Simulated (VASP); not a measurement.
Input of a VASP 6.6.1 run:

File INCAR:

```
PREC     = Accurate       # precision mode
ENCUT    = 520            # plane-wave cutoff, eV
EDIFF    = 1E-7           # SCF threshold, eV
ISMEAR   = 0              # smearing method
SIGMA    = 0.1            # smearing width, eV
LREAL    = F              # projectors in reciprocal space
LASPH    = T              # aspherical terms in the spheres
NELM     = 60             # most SCF steps
ALGO     = Fast           # electronic algorithm
ISIF     = 2              # what is computed and relaxed
LWAVE    = F              # write WAVECAR
LCHARG   = T              # write CHGCAR
GGA      = PE             # functional
LELF     = T              # ELF
LVHAR    = T            
NBANDS   = 26             # bands
```

The input KPOINTS:

```
regular mesh
0
Gamma
  8 8 8
```

The input POSCAR:

```
ReP2
1.0
   -3.4316372855      3.4316372855      2.8778294811
    3.4316372855     -3.4316372855      2.8778294811
    3.4316372855      3.4316372855     -2.8778294811
Re P
2 4
Direct
    0.7500000000      0.2500000000      0.5000000000
    0.2500000000      0.7500000000      0.5000000000
    0.0000000000      0.2425110928      0.2425110928
    0.0000000000      0.7574889072      0.7574889072
    0.2425110928      0.0000000000      0.2425110928
    0.7574889072      0.0000000000      0.7574889072
```

Potentials or basis: VASP PAW PBE potentials, release 64 (Re, P).

The run is started by

```console
$ cat potpaw_PBE.64/Re/POTCAR potpaw_PBE.64/P/POTCAR > POTCAR
$ mpirun -np 1 vasp_std > vasp.out
```

(1) Estimate the band gap on the k mesh.

(2) What does it give for the largest force?

(3) Predict the pressure.

Results:

(1) zero (bands 17 and 18 overlap by 0.99 eV).

(2) 0.132 eV/Å.

(3) 0.3 GPa.

Caveat: spin-orbit coupling is left out, which moves the levels of the heavy elements.
